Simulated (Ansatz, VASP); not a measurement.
# One calculation of Al, two programs

File INCAR:

```
  PREC = Accurate
  ENCUT = 520
  EDIFF = 1E-7
  ISMEAR = 0
  SIGMA = 0.15
  LREAL = F
  LASPH = T
  NELM = 100
  ALGO = Fast
  ISIF = 2
  LWAVE = F
  LCHARG = F
  GGA = PE
  NBANDS = 18
```

File KPOINTS:

```
Automatic mesh
0
Gamma
  19 19 4
```

Contents of POSCAR:

```
Al
1.0
    2.0239800000     -2.0239800000      0.0000000000
    2.0239800000      0.0000000000     -2.0239800000
    8.6732702692      8.6732702692      8.6732702692
Al
6
Direct
    0.6666666667      0.6666666667      0.0777705579
    0.0000000000      0.0000000000      0.8556317096
    0.3333333333      0.3333333333      0.2333427883
    0.6666666667      0.6666666667      0.5444872489
    0.0000000000      0.0000000000      0.3889150186
    0.3333333333      0.3333333333      0.7000594792
```

Input for Ansatz:

```yaml
crystal:
  lattice:
    - [2.02398, -2.02398, 0.0]
    - [2.02398, 0.0, -2.02398]
    - [8.6732702692, 8.6732702692, 8.6732702692]
  atoms:
    - { symbol: Al, position: [0.6666666667, 0.6666666667, 0.0777705579] }
    - { symbol: Al, position: [0.0, 0.0, 0.8556317096] }
    - { symbol: Al, position: [0.3333333333, 0.3333333333, 0.2333427883] }
    - { symbol: Al, position: [0.6666666667, 0.6666666667, 0.5444872489] }
    - { symbol: Al, position: [0.0, 0.0, 0.3889150186] }
    - { symbol: Al, position: [0.3333333333, 0.3333333333, 0.7000594792] }
basis:
  ecutwfc: 420
kpoints:
  mp_grid: { grid: [19, 19, 4] }
hamiltonian:
  xc: pbe
scf:
  occupations: { method: gaussian, width: 0.15 }
output:
  forces: true
  stress: true
  eigenvalues: true
```

Alike in both runs: task single point; functional PBE; k mesh 19 × 19 × 4; occupations gaussian, width 0.15 eV; no spin polarisation.

|  | VASP | Ansatz |
| --- | --- | --- |
| version | VASP 6.6.1 | Ansatz 0.2.0 |
| potentials or method | VASP PAW PBE potentials, release 64 (Al), cutoff 520 eV | scalar-relativistic, plane waves, PAW |
| valence electrons in the cell | 18 | 18 |

|  | VASP | Ansatz | Ansatz less VASP |
| --- | --- | --- | --- |
| gap on the k mesh at the Fermi level (eV) | none | none | - |
| pressure (GPa) | -2.0 | -2.0 | +0.03 |
| traceless stress, the component that is largest in VASP (GPa) | 0.07 | 0.07 | -0.003 |
| rms of the force components (eV/Å) | 0.146 | 0.146 | +0.0004 |

Atom by atom the forces differ by 0.000 eV/Å (rms over components). A gap of «none» marks a metal or a gap that the smearing closes.
